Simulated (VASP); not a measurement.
Write the native input for VASP 6.6.1 that does the following.

* Task: single point
* Functional: PBE
* Potentials or basis: VASP PAW PBE potentials, release 64 (Mn_pv, O)
* Cutoff: 520 eV
* k mesh: 8 × 8 × 8
* Occupations: fermi-dirac, width 0.05 eV
* Spin: collinear spin, ferromagnetic start
* Starting moments: [4.0, 0.0] μB
* Dipole correction: no
* Further INCAR settings: ALGO = Normal; EDIFF = 1e-07; NBANDS = 20

The structure of MnO lies in POSCAR:

```
MnO
1.0
    0.0000000000      2.4365134300      2.5339739672
    2.4365134300      0.0000000000      2.5339739672
    2.4365134300      2.4365134300      0.0000000000
Mn O
1 1
Direct
    0.0000000000      0.0000000000      0.0000000000
    0.2500000000      0.2500000000      0.2500000000
```

The input as run:

INCAR

```
SYSTEM = MnO
PREC = Accurate
ENCUT = 520
EDIFF = 1E-7
ISMEAR = -1
SIGMA = 0.05
LREAL = .False.
LASPH = .True.
NELM = 150
ALGO = Normal
ISIF = 2
LWAVE = .False.
LCHARG = .False.
ISPIN = 2
MAGMOM = 4 0
LORBIT = 11
LMAXMIX = 4
GGA = PE
NBANDS = 20
```

KPOINTS

```
regular mesh
0
Gamma
  8 8 8
  0 0 0
```

Potentials or basis: VASP PAW PBE potentials, release 64 (Mn_pv, O).

Command:

```bash
$ cat potpaw_PBE.64/Mn_pv/POTCAR potpaw_PBE.64/O/POTCAR > POTCAR
$ mpirun -np 1 vasp_std > vasp.out
```

It gave:

```json
{
 "Pressure": "-8.0 GPa",
 "Band gap on the k mesh": "zero (filled and empty bands touch)",
 "Net moment": "5.00 μB per cell",
 "Site moments": "Mn +4.45; O +0.17 μB",
 "Valence electrons inside the program's atomic spheres": "Mn 11.30; O 4.96"
}
```

Caveat: the cell stands under tension; a cell with one magnetic atom can't hold antiferromagnetic order, which such compounds often take; semilocal functionals often make such compounds metallic where correlation or magnetic order opens a gap, which also shifts bond lengths.

Wall time 110 s on 1 thread of AMD EPYC 7R13 (shared host), peak memory 0.18 GiB.
